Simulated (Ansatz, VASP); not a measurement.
**One calculation of HfC, two programs**

```
Hf C
1.0
     0.00000    2.27754    2.27754
     2.27754    0.00000    2.27754
     2.27754    2.27754    0.00000
Hf C
1 1
Direct
  0.50000 0.50000 0.50000
  0.00000 0.00000 0.00000
```

Change from the starting cell: volume scaled by 0.94.

Alike in both runs: task single point; functional LDA; k mesh 12 × 12 × 12; occupations fermi-dirac, width 0.05 eV; no spin polarisation.

|  | VASP | Ansatz |
| --- | --- | --- |
| version | VASP 6.6.1 | Ansatz 0.2.0 |
| potentials or method | VASP PAW LDA potentials, release 64 (Hf_pv, C), cutoff 520 eV | all-electron LAPW, scalar-relativistic |

|  | VASP | Ansatz | Ansatz less VASP |
| --- | --- | --- | --- |
| pressure (GPa) | 3.9 | 3.3 | -0.65 |

LDA's correlation is that of Perdew and Zunger in VASP and of Perdew and Wang (1992) in Ansatz. Ansatz ran all-electron here, and VASP with PAW potentials.

Neither program's run includes spin-orbit coupling.
